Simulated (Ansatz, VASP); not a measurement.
## Two plane-wave programs on Hf

```
CELL_PARAMETERS angstrom
-1.77492 1.77492 1.77492
1.77492 -1.77492 1.77492
1.77492 1.77492 -1.77492
ATOMIC_POSITIONS crystal
Hf 0.00000 0.00000 0.00000
```

Alike in both runs: functional PBE; k mesh 6 × 6 × 6; occupations gaussian, width 0.1 eV; no spin polarisation.

Ansatz relaxed the structure, and its values are those at the end. VASP's run is a single point on that final structure, the one shown.

|  | VASP | Ansatz |
| --- | --- | --- |
| version | VASP 6.6.1 | Ansatz 0.2.0 |
| potentials or method | VASP PAW PBE potentials, release 64 (Hf_pv), cutoff 520 eV | scalar-relativistic, plane waves, PAW |
| valence electrons in the cell | 10 | 26 |

|  | VASP | Ansatz | Ansatz less VASP |
| --- | --- | --- | --- |
| gap on the k mesh at the Fermi level (eV) | none | none | - |
| pressure (GPa) | -0.6 | -0.3 | +0.39 |

A gap of «none» marks a metal or a gap that the smearing closes. VASP's potentials hold 10 valence electrons a cell and Ansatz's 26, so a difference there can come from the potentials and not from the codes.

The k mesh is coarse, so the values compare programs but aren't converged. Spin-orbit coupling is off throughout.
